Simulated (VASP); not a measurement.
## SiO2: relaxation of cell and atoms with PBE

Crystal: SiO2.

```
Si O
1.0
     0.00000    2.28990    2.28990
     2.28990    0.00000    2.28990
     2.28990    2.28990    0.00000
Si O
1 2
Direct
  0.00000 0.00000 0.00000
  0.25000 0.25000 0.25000
  0.75000 0.75000 0.75000
```

| Quantity | Value |
| --- | --- |
| Program | VASP 6.6.1 |
| Task | relaxation of cell and atoms |
| Functional | PBE |
| Potentials or basis | VASP PAW PBE potentials, release 64 (Si, O) |
| Cutoff | 600 eV |
| k mesh | 10 × 10 × 10 |
| Occupations | gaussian, width 0.02 eV |
| Spin | no spin polarisation |
| Dipole correction | no |
| Further INCAR settings | ALGO = Normal; EDIFF = 1e-06; IBRION = 2; EDIFFG = -0.01; NSW = 80; ISIF = 3 |

The pressure after relaxing is 0.2 GPa and the band gap on the k mesh is 1.77 eV, indirect (least direct gap 2.02 eV).

Final structure:
```
Si O
1.0
     0.00000    2.28990    2.28990
     2.28990    0.00000    2.28990
     2.28990    2.28990    0.00000
Si O
1 2
Direct
  0.00000 0.00000 0.00000
  0.25000 0.25000 0.25000
  0.75000 0.75000 0.75000
```

Levels at points of the mesh, in eV from the valence-band top:
| k point | band 5 | band 6 | band 7 | band 8 | band 9 | band 10 | band 11 | band 12 |
| --- | --- | --- | --- | --- | --- | --- | --- | --- |
| (0.00, 0.00, 0.00) | -5.59 | -2.20 | -2.20 | -2.20 | 1.77 | 5.87 | 5.87 | 5.87 |
| (0.50, 0.00, 0.00) | -5.07 | -4.97 | -4.31 | -4.31 | 5.70 | 9.61 | 9.81 | 9.81 |
| (0.50, 0.50, 0.00) | -7.89 | -0.95 | -0.95 | 0.00 | 2.02 | 7.87 | 11.00 | 12.35 |

Run time: 11 s on 1 thread of Intel(R) Xeon(R) Platinum 8559C (Emerald Rapids) (shared host), peak memory 0.15 GiB.

Caveat: the relaxation stopped at its first step, so nothing moved. A k mesh can miss the band edges.
